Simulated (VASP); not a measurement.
Runs of VASP 6.6.1 on KZnF3. The structure is that of space group Pm-3m (No. 221), or close to it. The cells are those of the table. 

| task | cell | cutoff (eV) | gap on the mesh (eV) | pressure (GPa) |
| --- | --- | --- | --- | --- |
| single point | a = 4.113, b = 4.113, c = 4.015 Å, 5 atoms | 520 | 3.52 | -1.1 |
| single point | a = 4.173, b = 4.173, c = 3.979 Å, 5 atoms | 520 | 3.42 | (b) |
| single point | a = 4.173, b = 4.173, c = 3.968 Å, 5 atoms | 520 | 3.42 | -2.2 |
| relaxation of cell and atoms | relaxed from a = 4.047 Å, 5 atoms | 600 | (a) | 0.0 |
| single point | a = 4.113, b = 4.113, c = 4.008 Å, 5 atoms | 520 | 3.52 | -1.0 |

Alike in all rows: level PBEsol; potentials or basis VASP PAW PBE potentials, release 64 (K_sv, Zn, F); no spin polarisation; k mesh 6 × 6 × 6; smearing gaussian 0.02 eV.

Q: Estimate the missing entries.

A: (a) 3.63; (b) -2.4.

Caveats: the PAW data sets were made with another functional, which shifts forces and pressure a little.

A k mesh can miss the band edges.
